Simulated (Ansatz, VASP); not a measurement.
Two plane-wave programs on LiBr

File POSCAR:

```
LiBr
1.0
    0.0000000000      2.7226905798      2.7226905798
    2.7226905798      0.0000000000      2.7226905798
    2.7226905798      2.7226905798      0.0000000000
Li Br
1 1
Direct
    0.0000000000      0.0000000000      0.0000000000
    0.5000000000      0.5000000000      0.5000000000
```

File INCAR.step1:

```
SYSTEM = LiBr
ALGO = Normal
EDIFF = 1E-5
ENCUT = 830
GGA = PE
GGA_COMPAT = .False.
ISMEAR = 0
LASPH = .True.
LCHARG = .False.
LREAL = .False.
LWAVE = .True.
NBANDS = 12
NELM = 120
PREC = Accurate
SIGMA = 0.1
```

Contents of INCAR.step2:

```
SYSTEM = LiBr
ALGO = Normal
EDIFF = 1E-6
ENCUT = 830
GGA_COMPAT = .False.
ISIF = 2
ISMEAR = 0
ISTART = 1
LASPH = .True.
LCHARG = .True.
LELF = .True.
LMIXTAU = .True.
LREAL = .False.
LVHAR = .True.
LWAVE = .False.
METAGGA = R2SCAN
NBANDS = 12
NELM = 120
PREC = Accurate
SIGMA = 0.1
```

The input KPOINTS:

```
k-points
0
Gamma
  4 4 4
  0 0 0
```

Input for Ansatz:

```yaml
crystal:
  lattice:
    - [0.0, 2.7226905798, 2.7226905798]
    - [2.7226905798, 0.0, 2.7226905798]
    - [2.7226905798, 2.7226905798, 0.0]
  atoms:
    - { symbol: Li, position: [0.0, 0.0, 0.0] }
    - { symbol: Br, position: [0.5, 0.5, 0.5] }
basis:
  ecutwfc: 500
kpoints:
  mp_grid: { grid: [4, 4, 4] }
hamiltonian:
  xc: r2scan
scf:
  occupations: { method: gaussian, width: 0.1 }
  convergence: { dr2_threshold: "1e-5 eV" }
output:
  forces: true
  stress: true
  eigenvalues: true
```

Alike in both runs: task single point; functional r2SCAN; k mesh 4 × 4 × 4; occupations gaussian, width 0.1 eV; no spin polarisation.

```csv
,VASP,Ansatz
version,VASP 6.6.1,Ansatz 0.2.0
potentials or method,"VASP PAW PBE potentials, release 64 (Li_sv, Br), cutoff 830 eV","scalar-relativistic, plane waves, PAW"
valence electrons in the cell,10,10
```

|  | VASP | Ansatz | Ansatz less VASP |
| --- | --- | --- | --- |
| gap on the k mesh at the Fermi level (eV) | 6.02 | 5.97 | -0.055 |
| least direct gap on the mesh (eV) | 6.02 | 5.97 | -0.055 |
| pressure (GPa) | 0.2 | 0.7 | +0.47 |

VASP's potentials were made for PBE, not for r2SCAN. Ansatz's warnings: force scf threshold loose, stress scf threshold loose.

The k mesh is coarse, so the values compare programs but aren't converged.
